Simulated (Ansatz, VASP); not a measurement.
## One calculation of Be8H, two programs

```
Be H
1.0
     6.54254    0.00000    0.00000
     0.00000    3.25115    0.00000
     0.00000    0.00000    3.25115
Be H
8 1
Direct
  0.39645 0.74475 0.74475
  0.86744 0.74838 0.74838
  0.10355 0.25525 0.74475
  0.63256 0.25162 0.74838
  0.10355 0.74475 0.25525
  0.63256 0.74838 0.25162
  0.39645 0.25525 0.25525
  0.86744 0.25162 0.25162
  0.25000 0.00000 0.00000
```

Alike in both runs: task relaxation of cell and atoms; functional PBE; k mesh 6 × 10 × 10; occupations gaussian, width 0.1 eV; no spin polarisation.

|  | VASP | Ansatz |
| --- | --- | --- |
| version | VASP 6.6.1 | Ansatz 0.2.0 |
| potentials or method | VASP PAW PBE potentials, release 64 (Be, H), cutoff 600 eV | scalar-relativistic, plane waves, PAW |
| valence electrons in the cell | 17 | 17 |

Ansatz gave:

* gap on the k mesh at the Fermi level, each at its own relaxed structure (eV): none
* relaxed volume (Å³/atom): 7.68
* relaxed cell length with the largest relative difference (Å): 6.570

Task: What did VASP give for the same quantities?

Result: gap on the k mesh at the Fermi level, each at its own relaxed structure (eV): none; relaxed volume (Å³/atom): 7.69; relaxed cell length with the largest relative difference (Å): 6.552.

A gap of «none» marks a metal or a gap that the smearing closes. Ansatz's warnings: structure snapped to symmetry.
